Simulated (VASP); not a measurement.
# InAs3 (I4/mmm) in VASP: single point with PBE

Aim: the single point of InAs3 with PBE.

Everything below comes from runs of VASP 6.6.1. Logs are shortened: lines on timing, memory, paths and dates and some standing lists are left out, and cuts for length are marked.

### 1 The cell of the first run

The structure is tetragonal, space group I4/mmm (No. 139). Conventional cell: a = 4.864 Å, b = 4.864 Å, c = 7.045 Å, α = 90.00°, β = 90.00°, γ = 90.00°. Within 4.0 Å of In (site symmetry 4/mmm) lie 14 As at 3.00 to 3.52 Å. Within 4.0 Å of As (site symmetry 4/mmm) lie 8 As at 3.00 Å and 6 In at 3.44 to 3.52 Å. Within 4.0 Å of As (site symmetry -4m2) lie 4 In at 3.00 Å and 10 As at 3.00 to 3.52 Å.

### 2 Single point, PBE

Contents of INCAR:

```
SYSTEM = InAs3
PREC = Accurate ; ENCUT = 520
EDIFF = 1E-6 ; ISMEAR = 0
SIGMA = 0.1 ; LREAL = .FALSE.
LASPH = .TRUE. ; NELM = 80
ALGO = Normal ; ISIF = 2
LWAVE = .FALSE. ; LCHARG = .TRUE.
GGA = PE ; LELF = .TRUE.
LVHAR = .TRUE. ; NBANDS = 22
```

Contents of KPOINTS:

```
Automatic mesh
0
G
  14 14 14
  0 0 0
```

Contents of POSCAR:

```
InAs3
1.0
   -2.4322216873      2.4322216873      3.5226169366
    2.4322216873     -2.4322216873      3.5226169366
    2.4322216873      2.4322216873     -3.5226169366
In As
1 3
Direct
    0.0000000000      0.0000000000      0.0000000000
    0.5000000000      0.5000000000      0.0000000000
    0.7500000000      0.2500000000      0.5000000000
    0.2500000000      0.7500000000      0.5000000000
```

Potentials or basis: VASP PAW PBE potentials, release 64 (In_d, As).

Command:

```
$ cat potpaw_PBE.64/In_d/POTCAR potpaw_PBE.64/As/POTCAR > POTCAR
$ mpirun -np 1 vasp_std > vasp.out
```

OUTCAR:

```text
SYSTEM = InAs3
   PREC = Accurate
   ENCUT = 520
   EDIFF = 1E-6
   ISMEAR = 0
   LREAL = .FALSE.
   LASPH = .TRUE.
   NELM = 80
   ISIF = 2
   GGA = PE

 ion  position               nearest neighbor table
   1  0.000  0.000  0.000-   3 3.00   4 3.00   3 3.00   4 3.00   3 3.00   4 3.00   3 3.00   4 3.00
                             2 3.44   2 3.44   2 3.44   2 3.44
   2  0.500  0.500  0.000-   1 3.44   1 3.44   1 3.44   1 3.44
   3  0.750  0.250  0.500-   1 3.00   1 3.00   1 3.00   1 3.00
   4  0.250  0.750  0.500-   1 3.00   1 3.00   1 3.00   1 3.00

  LATTYP: Found a body centered tetragonal cell.
 ALAT       =     4.8644433746
 C/A-ratio  =     1.4483124441

  Lattice vectors:

 A1 = (  -2.4322216873,   2.4322216873,   3.5226169366)
 A2 = (   2.4322216873,  -2.4322216873,   3.5226169366)
 A3 = (   2.4322216873,   2.4322216873,  -3.5226169366)

Analysis of symmetry for initial positions (statically):
=====================================================================
 Subroutine PRICEL returns:
 Original cell was already a primitive cell.

 Routine SETGRP: Setting up the symmetry group for a
 body centered tetragonal supercell.

 Subroutine GETGRP returns: Found 16 space group operations
 (whereof 16 operations were pure point group operations)
 out of a pool of 16 trial point group operations.

The static configuration has the point symmetry D_4h.

Analysis of symmetry for dynamics (positions and initial velocities):
=====================================================================
 Subroutine PRICEL returns:
 Original cell was already a primitive cell.

 Routine SETGRP: Setting up the symmetry group for a
 body centered tetragonal supercell.

 Subroutine GETGRP returns: Found 16 space group operations
 (whereof 16 operations were pure point group operations)
 out of a pool of 16 trial point group operations.

The dynamic configuration has the point symmetry D_4h.

 Subroutine INISYM returns: Found 16 space group operations
 (whereof 16 operations are pure point group operations),
 and found     1 'primitive' translations

----------------------------------------------------------------------------------------

                                     Primitive cell

  volume of cell :      83.3550

  direct lattice vectors                    reciprocal lattice vectors
    -2.432221687  2.432221687  3.522616937     0.000000000  0.205573366  0.141939930
     2.432221687 -2.432221687  3.522616937     0.205573366  0.000000000  0.141939930
     2.432221687  2.432221687 -3.522616937     0.205573366  0.205573366  0.000000000

  length of vectors
[... 85 lines left out ...]
   NELM   =     80;   NELMIN=  2; NELMDL= -5     # of ELM steps
   EDIFF  = 0.1E-05   stopping-criterion for ELM
   LREAL  =      F    real-space projection
   EDIFFG = 0.1E-04   stopping-criterion for IOM
   NSW    =      0    number of steps for IOM
   IBRION =     -1    ionic relax: 0-MD 1-quasi-New 2-CG
   NFREE  =      0    steps in history (QN), initial steepest desc. (CG)
   ISIF   =      2    stress and relaxation
   ISYM   =      2    0-nonsym 1-usesym 2-fastsym
   POTIM  = 0.5000    time-step for ionic-motion
   TEBEG  =    0.0;   TEEND  =   0.0 temperature during run
   PSTRESS=    0.0 pullay stress
   NELECT =      28.0000    total number of electrons
   NUPDOWN=      -1.0000    fix difference up-down
   EMIN   =  10.00;   EMAX   =-10.00  energy-range for DOS
   EFERMI =   0.00;   METHOD = LEGACY
   ISMEAR =     0;   SIGMA  =   0.10  broadening in eV -4-tet -1-fermi 0-gaus
   EFERMI_NEDOS =   21; number of points for ismear=-14 and -15
   IALGO  =     38    algorithm
   IMIX   =      4    mixing-type and parameters
     AMIX     =   0.40;   BMIX     =  1.00
     AMIX_MAG =   1.60;   BMIX_MAG =  1.00
  volume/ion in A,a.u.               =      20.84       140.63
  Fermi-wavevector in a.u.,A,eV,Ry     =   1.138021  2.150548 17.620793  1.295092
  Thomas-Fermi vector in A             =   2.274726
   LORBIT       =      0    0 simple, 1 ext, 2 COOP (PROOUT), +10 PAW based schemes
   GGA     = PE    functional components
   LHFCALC =     F    Hartree Fock is set to
   AEXX    =    0.0000 exact exchange contribution
   IVDW    =     0    specifies the selected vdW correction
   LEPSILON=     F    determine dielectric tensor
   LRPA    =     F    only Hartree local field effects (RPA)
 non-spin polarized calculation
 Gauss-broadening in eV      SIGMA  =   0.10
  energy-cutoff  :      520.00
  volume of cell :       83.36
 maximum number of plane-waves:      2264
 NGX is ok and might be reduce to    40
   NGX = 19   NGY = 19   NGZ = 19

 number of electron      27.9999998 magnetization

 Free energy of the ion-electron system (eV)
  ---------------------------------------------------
  ext. energy  EPLUGINS =         0.00000000
  ---------------------------------------------------
  free energy    TOTEN  =       -15.20472521 eV

  energy without entropy =      -15.18960335  energy(sigma->0) =      -15.19716428

 E-fermi :   6.6446     XC(G=0): -10.6195

 val. band max:        6.6398652290   @ k =  -0.3571  -0.3571   0.2857
 cond. band min:       6.6455071063   @ k =  -0.2857   0.4286   0.1429
 fundamental gap:      0.0056418773
 Fermi energy:         6.6445612841

 k-point     1 :       0.0000    0.0000    0.0000
  band No.  band energies     occupation
      1      -7.8451      2.00000
      2      -7.8434      2.00000
      3      -7.8434      2.00000
      4      -7.7876      2.00000
      5      -7.7845      2.00000
      6      -7.2332      2.00000
[... 589 lines left out ...]
     21      12.6754      0.00000
     22      13.9987      0.00000

 [... further k-points ...]
[... 5 lines left out ...]
  --------------------------------------------------------------------------------------
  -------------------------------------------------------------------------------------
  Total        0.0265593      0.0265593      0.0186939      0.0000000     -0.0000000      0.0000000
  in kB        0.5104993      0.5104993      0.3593176      0.0000000     -0.0000000      0.0000000
  external PRESSURE =       0.4601054 kB  Pullay stress =       0.0000000 kB

 VOLUME and BASIS-vectors are now :
 -----------------------------------------------------------------------------
  energy-cutoff  :      520.00
  volume of cell :       83.36
      direct lattice vectors                 reciprocal lattice vectors
    -2.432221687  2.432221687  3.522616937     0.000000000  0.205573366  0.141939930
     2.432221687 -2.432221687  3.522616937     0.205573366  0.000000000  0.141939930
     2.432221687  2.432221687 -3.522616937     0.205573366  0.205573366  0.000000000

 POSITION                                       TOTAL-FORCE (eV/Angst)
 -----------------------------------------------------------------------------------
      0.00000      0.00000      0.00000        -0.000000      0.000000     -0.000000
      0.00000      0.00000      3.52262        -0.000000      0.000000     -0.000000
      0.00000      2.43222      1.76131         0.000000     -0.000000     -0.000000
      2.43222      0.00000      1.76131        -0.000000     -0.000000      0.000000
 -----------------------------------------------------------------------------------
    total drift:                               -0.000000     -0.000000      0.000000

  FREE ENERGIE OF THE ION-ELECTRON SYSTEM (eV)
  ---------------------------------------------------
  free  energy   TOTEN  =       -15.2047252113 eV

  energy  without entropy=      -15.1896033456  energy(sigma->0) =      -15.19716428
```

stdout:

```text
POSCAR found type information on POSCAR InAs
 POSCAR found :  2 types and       4 ions
 scaLAPACK will be used
 LDA part: xc-table for (Slater+PW92), standard interpolation
 POSCAR, INCAR and KPOINTS ok, starting setup
 FFT: planning ... GRIDC
 FFT: planning ... GRID_SOFT
 FFT: planning ... GRID
 WAVECAR not read
 entering main loop
```

Wall time 6.1 min (1 thread of Intel Xeon 6975P-C, shared host); peak memory 0.55 GiB.

Results:

```yaml
Free_energy: -15.2047 eV
Pressure: 0.0 GPa
Band_gap_on_the_k_mesh: zero (band 14 reaches 7.82 eV, above the bottom of band 15 at 4.66 eV)
```

Caveat: spin-orbit coupling is left out, which moves the levels of the heavy elements.
